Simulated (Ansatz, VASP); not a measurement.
## TaN: VASP beside Ansatz

```xyz
2
Lattice="0.0000 2.1738 2.1738 2.1738 0.0000 2.1738 2.1738 2.1738 0.0000" Properties=species:S:1:pos:R:3 pbc="T T T"
Ta    2.1738    2.1738    2.1738
N     0.0000    0.0000    0.0000
```

Alike in both runs: functional LDA; k mesh 16 × 16 × 16; occupations gaussian, width 0.1 eV; no spin polarisation.

Ansatz relaxed the structure, and its values are those at the end. VASP's run is a single point on that final structure, the one shown.

|  | VASP | Ansatz |
| --- | --- | --- |
| version | VASP 6.6.1 | Ansatz 0.2.0 |
| potentials or method | VASP PAW LDA potentials, release 64 (Ta_pv, N), cutoff 520 eV | scalar-relativistic, plane waves, PAW |
| valence electrons in the cell | 16 | 18 |

|  | VASP | Ansatz | Ansatz less VASP |
| --- | --- | --- | --- |
| gap on the k mesh at the Fermi level (eV) | none | none | - |
| pressure (GPa) | 2.3 | 0.0 | -2.28 |

Ansatz warns that its potentials were made for another functional, while VASP's fit it. LDA's correlation is that of Perdew and Zunger in VASP and of Perdew and Wang (1992) in Ansatz. A gap of «none» marks a metal or a gap that the smearing closes. VASP's potentials hold 16 valence electrons a cell and Ansatz's 18, so a difference there can come from the potentials and not from the codes.

Spin-orbit coupling is off throughout.
